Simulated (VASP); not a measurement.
Set up this calculation in VASP 6.6.1, as the native input.

```yaml
Task: single point
Functional: PBEsol
Potentials_or_basis: VASP PAW PBE potentials, release 64 (W_sv, Se)
Cutoff: 520 eV
k_mesh: 9 × 9 × 2
Occupations: gaussian, width 0.05 eV
Spin: no spin polarisation
Dipole_correction: no
Further_INCAR_settings: ALGO = Normal; EDIFF = 1e-06; NBANDS = 35
```

The structure of WSe2 lies in POSCAR:

```
WSe2
1.0
    3.2705808386      0.0000000000      0.0000000000
   -1.6352904193      2.8324060913      0.0000000000
    0.0000000000      0.0000000000     23.9869951139
W Se
2 4
Direct
    0.6666666667      0.3333333333      0.1145554758
    0.3333333333      0.6666666667      0.8623778584
    0.3333333333      0.6666666667      0.2073407565
    0.6666666667      0.3333333333      0.9321940382
    0.3333333333      0.6666666667      0.0678059618
    0.6666666667      0.3333333333      0.7926592435
```

This cell differs from its parent crystal: atom 1 (W) moved by +0.000 Å along [1 0 0] and -0.553 Å along [0 0 1].

These files were run (other wordings do the same):

INCAR

```
SYSTEM = WSe2
PREC = Accurate
ENCUT = 520
EDIFF = 1E-6
ISMEAR = 0
SIGMA = 0.05
LREAL = .FALSE.
LASPH = .TRUE.
NELM = 100
ALGO = Normal
ISIF = 2
LWAVE = .FALSE.
LCHARG = .TRUE.
GGA = PS
LELF = .TRUE.
LVHAR = .TRUE.
NBANDS = 35
```

KPOINTS

```
Automatic mesh
0
G
  9 9 2
  0 0 0
```

Potentials or basis: VASP PAW PBE potentials, release 64 (W_sv, Se).

Run with:

```console
$ cat potpaw_PBE.64/W_sv/POTCAR potpaw_PBE.64/Se/POTCAR > POTCAR
$ mpirun -np 1 vasp_std > vasp.out
```

Results of the run:

The largest force is 12.193 eV/Å and the band gap on the k mesh is zero (band 26 reaches 3.03 eV, above the bottom of band 27 at 1.49 eV).

Caveat: the cell differs from its parent crystal (atom 1 (W) moved by +0.000 Å along [1 0 0] and -0.553 Å along [0 0 1]); the PAW data sets were made with another functional, which shifts forces and pressure a little; spin-orbit coupling is left out, which moves the levels of the heavy elements.

Run time: 2.5 min on 1 thread of Intel(R) Xeon(R) 6975P-C (Granite Rapids) (shared host), peak memory 0.39 GiB.
